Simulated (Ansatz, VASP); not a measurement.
# Two plane-wave programs on Ru

```
Ru
1.0
     2.78697    0.00000    0.00000
    -1.39349    2.41359    0.00000
     0.00000    0.00000    4.15344
Ru
2
Direct
  0.33333 0.66667 0.25000
  0.66667 0.33333 0.75000
```

Change from the starting cell: strain +0.030 along x and y, -0.030 along z, atoms carried along.

Alike in both runs: task single point; functional PBEsol; k mesh 24 × 24 × 12; occupations gaussian, width 0.15 eV; no spin polarisation.

|  | VASP | Ansatz |
| --- | --- | --- |
| version | VASP 6.6.1 | Ansatz 0.2.0 |
| potentials or method | VASP PAW PBE potentials, release 64 (Ru_pv), cutoff 520 eV | scalar-relativistic, plane waves, PAW |
| valence electrons in the cell | 28 | 32 |

|  | VASP | Ansatz | Ansatz less VASP |
| --- | --- | --- | --- |
| gap on the k mesh at the Fermi level (eV) | none | none | - |
| pressure (GPa) | -13.0 | -12.9 | +0.10 |
| traceless stress, the component that is largest in VASP (GPa) | 14.68 | 14.68 | +0.003 |

VASP's potentials were made for PBE, not for PBEsol. A gap of «none» marks a metal or a gap that the smearing closes. VASP's potentials hold 28 valence electrons a cell and Ansatz's 32, so a difference there can come from the potentials and not from the codes.
